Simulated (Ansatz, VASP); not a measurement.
# One calculation of BiMo, two programs

```xyz
2
Lattice="0.0000 2.8445 2.8445 2.8445 0.0000 2.8445 2.8445 2.8445 0.0000" Properties=species:S:1:pos:R:3 pbc="T T T"
Mo    0.0000    0.0000    0.0000
Bi    2.8445    2.8445    2.8445
```

Alike in both runs: functional PBE; k mesh 12 × 12 × 12; occupations fermi-dirac, width 0.05 eV; no spin polarisation.

Ansatz relaxed the structure, and its values are those at the end. VASP's run is a single point on that final structure, the one shown.

```csv
,VASP,Ansatz
version,VASP 6.6.1,Ansatz 0.2.0
potentials or method,"VASP PAW PBE potentials, release 64 (Mo_sv, Bi_d)","PAW with Ansatz's default frozen-core files, scalar-relativistic"
plane-wave cutoff (eV),520,420
valence electrons in the cell,29,29
```

|  | VASP | Ansatz | Ansatz less VASP |
| --- | --- | --- | --- |
| pressure (GPa) | 0.1 | 0.0 | -0.09 |

With one functional, cell and mesh, what is left measures potentials, basis and numerics.

Spin-orbit coupling is off throughout.
